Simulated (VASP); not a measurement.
Runs of VASP 6.6.1 on Cd3O2. The structure is that of space group P-3m1 (No. 164), or close to it. The cells are those of the table. 

| cell | k mesh | smearing | gap on the mesh (eV) | pressure (GPa) | largest force (eV/Å) |
| --- | --- | --- | --- | --- | --- |
| a = 3.791, b = 3.791, c = 7.700 Å, angles 90.0, 90.0, 120.0°, 5 atoms | 5 × 5 × 3 | gaussian 0.2 eV | none | 0.6 | 0.02 |
| a = 3.342, b = 3.342, c = 8.519 Å, angles 90.0, 90.0, 120.0°, 5 atoms | 6 × 6 × 2 | gaussian 0.1 eV | none | 0.0 | (c) |
| a = 3.377, b = 3.377, c = 7.957 Å, angles 90.0, 90.0, 120.0°, 5 atoms | 6 × 6 × 2 | gaussian 0.1 eV | none | 0.1 | 0.11 |
| a = 3.377, b = 3.377, c = 7.957 Å, angles 90.0, 90.0, 120.0°, 5 atoms | 5 × 5 × 2 | gaussian 0.2 eV | none | 0.6 | 0.05 |
| a = 3.342, b = 3.342, c = 8.519 Å, angles 90.0, 90.0, 120.0°, 5 atoms | 5 × 5 × 2 | gaussian 0.2 eV | none | (b) | (a) |

Alike in all rows: task single point; level PBE; potentials or basis VASP PAW PBE potentials, release 64 (Cd, O); no spin polarisation; cutoff (eV) 600.

Q: Fill in the values left out.

A: (a) 0.07; (b) 0.3; (c) 0.09.

Caveats: all runs use coarse meshes.

A k mesh can miss the band edges, and the runs leave out spin-orbit coupling on Cd.

A gap of «none» marks levels without a gap at the run's occupations.
